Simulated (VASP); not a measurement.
# Si32C (a cell with a defect) in VASP: single point with PBE

Aim: the single point of Si32C (a cell with a defect) with PBE.

All numbers are computed with VASP 6.6.1; they aren't measurements. Logs are shortened: lines on timing, memory, paths and dates and some standing lists are left out, and cuts for length are marked.

## Step 1: The cell of the first run

The cell holds a defect, 33 atoms: a = 9.474 Å, b = 9.474 Å, c = 9.474 Å, α = 109.47°, β = 109.47°, γ = 109.47°.

## Step 2: Single point, PBE

INCAR

```
SYSTEM = Si32C
PREC = Accurate
ENCUT = 520
EDIFF = 1E-6
ISMEAR = 0
SIGMA = 0.02
LREAL = Auto
LASPH = .TRUE.
NELM = 100
ALGO = Normal
ISIF = 2
LWAVE = .FALSE.
LCHARG = .TRUE.
GGA = PE
LELF = .TRUE.
LVHAR = .TRUE.
NBANDS = 88
```

KPOINTS

```
Automatic mesh
0
Gamma
  2 2 2
  0.5 0.5 0.5
```

POSCAR

```
Si32C
1.0
   -5.4700936587      5.4700936587     -5.4700936587
    5.4700936587      5.4700936587      5.4700936587
    5.4700936587     -5.4700936587     -5.4700936587
Si C
32 1
Direct
    0.2347341892      0.2426964843      0.7389775664
   -0.0016019835      0.5000383304      0.7575520199
    0.4883990415      0.2422176077      0.4842287290
    0.7460952690      0.7577400422      0.7419390331
    0.2499595227      0.4999337618      0.5002842128
    0.5187294180      0.0283669732      0.7686370220
    0.0102276128      0.7544606651      0.5146949350
    0.7557013203      0.2454781552      0.2601466426
    0.5068762389      0.5000395186      0.2493943587
    0.7498096479      0.0001877482      0.4991717090
    0.0101554934      0.2447529391      0.0058702834
    0.2654094410      0.7551972156      0.2611311778
   -0.0096432535     -0.0284271184      0.2402634364
    0.6886105129      0.5000071609     -0.0616832217
    0.4919647026      0.7572446211     -0.0037993865
    0.2496061467     -0.0000681890     -0.0008807893
    0.2389687602      0.2386797341      0.4891923552
    0.0026471210      0.4999506719      0.5093413703
    0.5011522053      0.2462622368      0.2428495896
    0.7549212605      0.7538230161      0.4965892121
    0.2586385331      0.4999600867      0.2528438426
    0.5082261244      0.0085052474      0.5081547362
    0.0107214800      0.7252498307      0.2603715930
    0.7854147969      0.2747144005      0.0350529647
    0.4678586254      0.4999928101     -0.0119094853
    0.7499430094     -0.0079594615      0.2491503044
   -0.0069831528      0.2464141538      0.7515266203
    0.2465997082      0.7536631468      0.0051424165
   -0.0004031924     -0.0085599997     -0.0003783299
    0.7365611544      0.5000092632      0.7169412893
    0.5001752567      0.7612172222      0.7504021423
    0.2578708132      0.0078965741      0.7571750611
   -0.1481924352      0.4999920789      0.0956903177
```

Potentials or basis: VASP PAW PBE potentials, release 64 (Si, C).

Started as:

```sh
cat potpaw_PBE.64/Si/POTCAR potpaw_PBE.64/C/POTCAR > POTCAR
mpirun -np 1 vasp_std > vasp.out
```

OUTCAR:

```text
SYSTEM = Si32C
   PREC = Accurate
   ENCUT = 520
   EDIFF = 1E-6
   ISMEAR = 0
   LREAL = Auto
   LASPH = .TRUE.
   NELM = 100
   ISIF = 2
   GGA = PE

 ion  position               nearest neighbor table
   1  0.235  0.243  0.739-  25 2.34  27 2.34  32 2.36  17 2.37
   2  0.998  0.500  0.758-  18 2.37  28 2.37  27 2.37  30 2.38
   3  0.488  0.242  0.484-  30 2.34  19 2.34  22 2.36  17 2.37
   4  0.746  0.758  0.742-  30 2.34  20 2.34  29 2.36  31 2.37
   5  0.250  0.500  0.500-  21 2.37  18 2.37  31 2.41  17 2.41
   6  0.519  0.028  0.769-  32 2.38  22 2.38  31 2.42  24 2.47
   7  0.010  0.754  0.515-  23 2.33  32 2.35  20 2.37  18 2.37
   8  0.756  0.245  0.260-  24 2.33  26 2.35  19 2.36  18 2.37
   9  0.507  0.500  0.249-  21 2.36  20 2.37  19 2.37  25 2.38
  10  0.750  0.000  0.499-  20 2.34  27 2.34  26 2.34  22 2.34
  11  0.010  0.245  0.006-  24 2.33  29 2.35  27 2.37  21 2.37
  12  0.265  0.755  0.261-  23 2.33  22 2.35  28 2.37  21 2.37
  13  0.990  0.972  0.240-  26 2.38  29 2.38  17 2.42  23 2.47
  14  0.689  0.500  0.938-  33 1.75  30 2.29  25 2.29  24 2.88  23 2.88
  15  0.492  0.757  0.996-  25 2.34  28 2.34  26 2.36  31 2.37
  16  0.250  1.000  0.999-  19 2.34  28 2.34  32 2.34  29 2.34
  17  0.239  0.239  0.489-   1 2.37   3 2.37   5 2.41  13 2.42
  18  0.003  0.500  0.509-   2 2.37   7 2.37   8 2.37   5 2.37
  19  0.501  0.246  0.243-   3 2.34  16 2.34   8 2.36   9 2.37
  20  0.755  0.754  0.497-   4 2.34  10 2.34   7 2.37   9 2.37
  21  0.259  0.500  0.253-   9 2.36  12 2.37  11 2.37   5 2.37
  22  0.508  0.009  0.508-  10 2.34  12 2.35   3 2.36   6 2.38
  23  0.011  0.725  0.260-  33 1.82  12 2.33   7 2.33  13 2.47  14 2.88
  24  0.785  0.275  0.035-  33 1.82  11 2.33   8 2.33   6 2.47  14 2.88
  25  0.468  0.500  0.988-  14 2.29  15 2.34   1 2.34   9 2.38
  26  0.750  0.992  0.249-  10 2.34   8 2.35  15 2.36  13 2.38
  27  0.993  0.246  0.752-   1 2.34  10 2.34  11 2.37   2 2.37
  28  0.247  0.754  0.005-  15 2.34  16 2.34  12 2.37   2 2.37
  29  1.000  0.991  1.000-  16 2.34  11 2.35   4 2.36  13 2.38
  30  0.737  0.500  0.717-  14 2.29   4 2.34   3 2.34   2 2.38
  31  0.500  0.761  0.750-  15 2.37   4 2.37   5 2.41   6 2.42
  32  0.258  0.008  0.757-  16 2.34   7 2.35   1 2.36   6 2.38
  33  0.852  0.500  0.096-  14 1.75  23 1.82  24 1.82

  LATTYP: Found a body centered cubic cell.
 ALAT       =    10.9401873174

  Lattice vectors:

 A1 = (  -5.4700936587,   5.4700936587,  -5.4700936587)
 A2 = (   5.4700936587,   5.4700936587,   5.4700936587)
 A3 = (   5.4700936587,  -5.4700936587,  -5.4700936587)

Analysis of symmetry for initial positions (statically):
=====================================================================
 Subroutine PRICEL returns:
 Original cell was already a primitive cell.

 Routine SETGRP: Setting up the symmetry group for a
 body centered cubic supercell.

 Subroutine GETGRP returns: Found  1 space group operations
 (whereof  1 operations were pure point group operations)
 out of a pool of 48 trial point group operations.

The static configuration has the point symmetry C_1 .

Analysis of symmetry for dynamics (positions and initial velocities):
=====================================================================
 Subroutine PRICEL returns:
 Original cell was already a primitive cell.

 Routine SETGRP: Setting up the symmetry group for a
 body centered cubic supercell.

 Subroutine GETGRP returns: Found  1 space group operations
 (whereof  1 operations were pure point group operations)
 out of a pool of 48 trial point group operations.

The dynamic configuration has the point symmetry C_1 .

 Subroutine INISYM returns: Found  1 space group operations
 (whereof  1 operations are pure point group operations),
 and found     1 'primitive' translations

----------------------------------------------------------------------------------------

                                     Primitive cell

  volume of cell :     654.7029

  direct lattice vectors                    reciprocal lattice vectors
    -5.470093659  5.470093659 -5.470093659     0.000000000  0.091406113 -0.091406113
     5.470093659  5.470093659  5.470093659     0.091406113  0.091406113  0.000000000
     5.470093659 -5.470093659 -5.470093659     0.091406113  0.000000000 -0.091406113

  length of vectors
     9.474480139  9.474480139  9.474480139     0.129267765  0.129267765  0.129267765

  position of ions in fractional coordinates (direct lattice)
     0.234734189  0.242696484  0.738977566
     0.998398016  0.500038330  0.757552020
     0.488399042  0.242217608  0.484228729
     0.746095269  0.757740042  0.741939033
     0.249959523  0.499933762  0.500284213
     0.518729418  0.028366973  0.768637022
[... 25 lines left out ...]
     0.257870813  0.007896574  0.757175061
     0.851807565  0.499992079  0.095690318

  ion indices of the primitive-cell ions
   primitive index   ion index
                 1           1
                 2           2
                 3           3
                 4           4
                 5           5
                 6           6
[... 25 lines left out ...]
                32          32
                33          33

----------------------------------------------------------------------------------------

 KPOINTS: Automatic mesh

Automatic generation of k-mesh.
 Grid dimensions read from file:
 generate k-points for:    2    2    2

 Generating k-lattice:

  Cartesian coordinates                     Fractional coordinates (reciprocal lattice)
     0.000000000  0.045703057 -0.045703057     0.500000000  0.000000000  0.000000000
     0.045703057  0.045703057  0.000000000     0.000000000  0.500000000  0.000000000
     0.045703057  0.000000000 -0.045703057     0.000000000  0.000000000  0.500000000

  Length of vectors
     0.064633882  0.064633882  0.064633882

  Shift w.r.t. Gamma in fractional coordinates (k-lattice)
     0.500000000  0.500000000  0.500000000

 Subroutine IBZKPT returns following result:
 ===========================================

 Found      4 irreducible k-points:

 Following reciprocal coordinates:
            Coordinates               Weight
  0.250000  0.250000  0.250000      2.000000
 -0.250000  0.250000  0.250000      2.000000
  0.250000 -0.250000  0.250000      2.000000
  0.250000  0.250000 -0.250000      2.000000
   k-points           NKPTS =      4   k-points in BZ     NKDIM =      4   number of bands    NBANDS=     88
   number of dos      NEDOS =    301   number of ions     NIONS =     33
   total plane-waves  NPLWV = 343000
   dimension x,y,z NGX =    70 NGY =   70 NGZ =   70
   dimension x,y,z NGXF=   140 NGYF=  140 NGZF=  140
   ions per type =              32   1
   NGX,Y,Z   is equivalent  to a cutoff of  12.28, 12.28, 12.28 a.u.
   NGXF,Y,Z  is equivalent  to a cutoff of  24.57, 24.57, 24.57 a.u.
 SYSTEM =  Si32C
   PREC   = accura    normal or accurate (medium, high low for compatibility)
   ISTART =      0    job   : 0-new  1-cont  2-samecut
   ICHARG =      2    charge: 1-file 2-atom 10-const
   ISPIN  =      1    spin polarized calculation?
   LNONCOLLINEAR =      F non collinear calculations
   LSORBIT =      F    spin-orbit coupling
   LASPH  =      T    aspherical Exc in radial PAW
   ENCUT  =  520.0 eV  38.22 Ry    6.18 a.u.  17.62 17.62 17.62*2*pi/ulx,y,z
   NELM   =    100;   NELMIN=  2; NELMDL= -5     # of ELM steps
   EDIFF  = 0.1E-05   stopping-criterion for ELM
   LREAL  =      T    real-space projection
   EDIFFG = 0.1E-04   stopping-criterion for IOM
   NSW    =      0    number of steps for IOM
   IBRION =     -1    ionic relax: 0-MD 1-quasi-New 2-CG
   NFREE  =      0    steps in history (QN), initial steepest desc. (CG)
   ISIF   =      2    stress and relaxation
   ISYM   =      2    0-nonsym 1-usesym 2-fastsym
   POTIM  = 0.5000    time-step for ionic-motion
   TEBEG  =    0.0;   TEEND  =   0.0 temperature during run
   PSTRESS=    0.0 pullay stress
   NELECT =     132.0000    total number of electrons
   NUPDOWN=      -1.0000    fix difference up-down
   EMIN   =  10.00;   EMAX   =-10.00  energy-range for DOS
   EFERMI =   0.00;   METHOD = LEGACY
   ISMEAR =     0;   SIGMA  =   0.02  broadening in eV -4-tet -1-fermi 0-gaus
   EFERMI_NEDOS =   21; number of points for ismear=-14 and -15
   IALGO  =     38    algorithm
   IMIX   =      4    mixing-type and parameters
     AMIX     =   0.40;   BMIX     =  1.00
     AMIX_MAG =   1.60;   BMIX_MAG =  1.00
  volume/ion in A,a.u.               =      19.84       133.88
  Fermi-wavevector in a.u.,A,eV,Ry     =   0.959956  1.814054 12.537983  0.921516
  Thomas-Fermi vector in A             =   2.089198
   LORBIT       =      0    0 simple, 1 ext, 2 COOP (PROOUT), +10 PAW based schemes
   GGA     = PE    functional components
   LHFCALC =     F    Hartree Fock is set to
   AEXX    =    0.0000 exact exchange contribution
   IVDW    =     0    specifies the selected vdW correction
   LEPSILON=     F    determine dielectric tensor
   LRPA    =     F    only Hartree local field effects (RPA)
 non-spin polarized calculation
 Gauss-broadening in eV      SIGMA  =   0.02
  energy-cutoff  :      520.00
  volume of cell :      654.70
 maximum number of plane-waves:     17628
 NGX is ok and might be reduce to    70
   NGX = 35   NGY = 35   NGZ = 35

 number of electron     132.0000001 magnetization

 Free energy of the ion-electron system (eV)
  ---------------------------------------------------
  ext. energy  EPLUGINS =         0.00000000
  ---------------------------------------------------
  free energy    TOTEN  =      -179.31036239 eV

  energy without entropy =     -179.31036238  energy(sigma->0) =     -179.31036239

 E-fermi :   6.1384     XC(G=0):  -9.4000

 val. band max:        6.0659770479   @ k =   0.2500  -0.2500   0.2500
 cond. band min:       6.2108303456   @ k =   0.2500  -0.2500   0.2500
 fundamental gap:      0.1448532977
 Fermi energy:         6.1384031500

 k-point     1 :       0.2500    0.2500    0.2500
  band No.  band energies     occupation
      1      -7.0144      2.00000
      2      -5.4298      2.00000
      3      -5.4219      2.00000
      4      -5.3860      2.00000
      5      -4.7087      2.00000
      6      -3.7364      2.00000
[... 70 lines left out ...]
     77       7.4418      0.00000
     78       7.4776      0.00000
[... 241 lines left out ...]
     77       7.9928      0.00000
     78       8.0244      0.00000
 [bands above 78 left out]

------------------------ aborting loop because EDIFF is reached ----------------------------------------

  FORCE on cell =-STRESS in cart. coord.  units (eV):
  Direction    XX          YY          ZZ          XY          YZ          ZX
  --------------------------------------------------------------------------------------
  -------------------------------------------------------------------------------------
  Total       -0.4041793     -0.4017595     13.5333340     -4.0855476      0.0293128     -0.0289553
  in kB       -0.9891003     -0.9831786     33.1185339     -9.9980794      0.0717338     -0.0708590
  external PRESSURE =      10.3820850 kB  Pullay stress =       0.0000000 kB

 VOLUME and BASIS-vectors are now :
 -----------------------------------------------------------------------------
  energy-cutoff  :      520.00
  volume of cell :      654.70
      direct lattice vectors                 reciprocal lattice vectors
    -5.470093659  5.470093659 -5.470093659     0.000000000  0.091406113 -0.091406113
     5.470093659  5.470093659  5.470093659     0.091406113  0.091406113  0.000000000
     5.470093659 -5.470093659 -5.470093659     0.091406113  0.000000000 -0.091406113

 POSITION                                       TOTAL-FORCE (eV/Angst)
 -----------------------------------------------------------------------------------
      4.08583     -1.43069     -3.99872         0.002891      0.000371     -0.001645
      1.41781      4.05271     -6.86995        -0.004425      0.002075      0.000759
      1.30214      1.34776     -3.99541         0.002305      0.002364     -0.000749
      4.12217      4.16764     -3.99478        -0.002764     -0.001456     -0.001176
      4.10398      1.36539     -1.36922        -0.001425      0.001135     -0.000132
      1.52219     -1.21185     -6.88684        -0.000665     -0.002882     -0.000274
[... 25 lines left out ...]
      2.77444     -2.68805     -5.50920         0.002650     -0.001048      0.002645
     -1.40103      6.87104     -2.44790        -0.000505      0.000524     -0.018469
 -----------------------------------------------------------------------------------
    total drift:                                0.013094     -0.013128     -0.006401

  FREE ENERGIE OF THE ION-ELECTRON SYSTEM (eV)
  ---------------------------------------------------
  free  energy   TOTEN  =      -179.3103623908 eV

  energy  without entropy=     -179.3103623795  energy(sigma->0) =     -179.31036239
```

Wall time 5.3 min (1 thread of Intel Xeon 6975P-C (Granite Rapids), shared host); peak memory 0.72 GiB.

What came out:

```
Free energy            : -179.3104 eV
Pressure               : 1.0 GPa
Largest force          : 0.018 eV/Å
Band gap on the k mesh : 0.14 eV
```

Forces on the atoms (eV/Å):
```
Si   0.003  0.000 -0.002
Si  -0.004  0.002  0.001
Si   0.002  0.002 -0.001
Si  -0.003 -0.001 -0.001
Si  -0.001  0.001  0.000
Si  -0.001 -0.003  0.000
Si   0.000  0.006  0.004
Si  -0.007  0.001  0.001
Si  -0.002  0.001  0.000
Si   0.000 -0.003 -0.001
Si   0.003 -0.002  0.002
Si   0.001  0.000  0.003
Si   0.003  0.001  0.000
Si   0.001  0.000  0.011
Si   0.001 -0.003 -0.002
Si  -0.002  0.000 -0.002
Si   0.000  0.001 -0.002
Si   0.002 -0.002  0.001
Si   0.000 -0.005  0.002
Si   0.004 -0.001 -0.001
Si   0.000  0.000  0.001
Si  -0.002  0.000  0.001
Si   0.000  0.001 -0.001
Si  -0.002  0.000 -0.002
Si  -0.006  0.006  0.003
Si   0.004 -0.003  0.001
Si  -0.001  0.001  0.001
Si  -0.001  0.000 -0.002
Si  -0.001  0.004  0.000
Si   0.004 -0.005  0.003
Si   0.001  0.001 -0.003
Si   0.003 -0.001  0.003
C   -0.001  0.001 -0.018
```
